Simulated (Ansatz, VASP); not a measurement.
One calculation of Hf, two programs

Contents of INCAR:

```
PREC     = Accurate       # precision mode
ENCUT    = 520            # plane-wave cutoff, eV
EDIFF    = 1E-6           # SCF threshold, eV
ISMEAR   = -1             # smearing method
SIGMA    = 0.03           # smearing width, eV
LREAL    = F              # projectors in reciprocal space
LASPH    = T              # aspherical terms in the spheres
NELM     = 60             # most SCF steps
ALGO     = Normal         # electronic algorithm
ISIF     = 2              # what is computed and relaxed
LWAVE    = F              # write WAVECAR
LCHARG   = F              # write CHGCAR
NBANDS   = 11             # bands
```

The input KPOINTS:

```
Automatic mesh
0
Gamma
  13 13 13
```

POSCAR

```
Hf
1.0
    0.0666000000      2.2533000000      2.2533000000
    2.2533000000      0.0666000000      2.2533000000
    2.2533000000      2.2533000000      0.0666000000
Hf
1
Direct
    0.0000000000      0.0000000000      0.0000000000
```

Input for Ansatz:

```yaml
crystal:
  lattice:
    - [0.0666, 2.2533, 2.2533]
    - [2.2533, 0.0666, 2.2533]
    - [2.2533, 2.2533, 0.0666]
  atoms:
    - { symbol: Hf, position: [0.0, 0.0, 0.0] }
kpoints:
  mp_grid: { grid: [13, 13, 13] }
  band_path:
    path:
      - [0.0, 0.0, 0.0]
      - [0.5, 0.5, 0.5]
      - [0.2428775097, 0.5, 0.7571224903]
      - [-0.2428775097, 0.2428775097, 0.5]
      - [0.0, 0.0, 0.5]
      - [0.0, 0.0, 0.0]
      - [-0.3714387548, 0.0, 0.3714387548]
      - [0.0, 0.3714387548, 0.6285612452]
      - [0.0, 0.5, 0.5]
    npoints: 5
scf:
  occupations: { method: fermi_dirac, width: 0.03 }
hamiltonian:
  xc: lda
  pseudopotentials: { kind: all_electron, lapw: { basis_error: 0.001 } }
output:
  forces: true
  stress: true
  eigenvalues: true
```

Change from the starting cell: equal xy, yz and zx shear strains of +3 %.

Alike in both runs: task single point; functional LDA; k mesh 13 × 13 × 13; occupations fermi-dirac, width 0.03 eV; no spin polarisation.

```csv
,VASP,Ansatz
version,VASP 6.6.1,Ansatz 0.2.0
potentials or method,"VASP PAW LDA potentials, release 64 (Hf_pv), cutoff 520 eV","all-electron LAPW, scalar-relativistic"
```

|  | VASP | Ansatz | Ansatz less VASP |
| --- | --- | --- | --- |
| pressure (GPa) | -5.4 | -5.4 | +0.05 |
| traceless stress, the component that is largest in VASP (GPa) | -1.64 | -1.65 | -0.018 |

LDA's correlation is that of Perdew and Zunger in VASP and of Perdew and Wang (1992) in Ansatz. Ansatz ran all-electron here, and VASP with PAW potentials.

Neither program's run includes spin-orbit coupling.
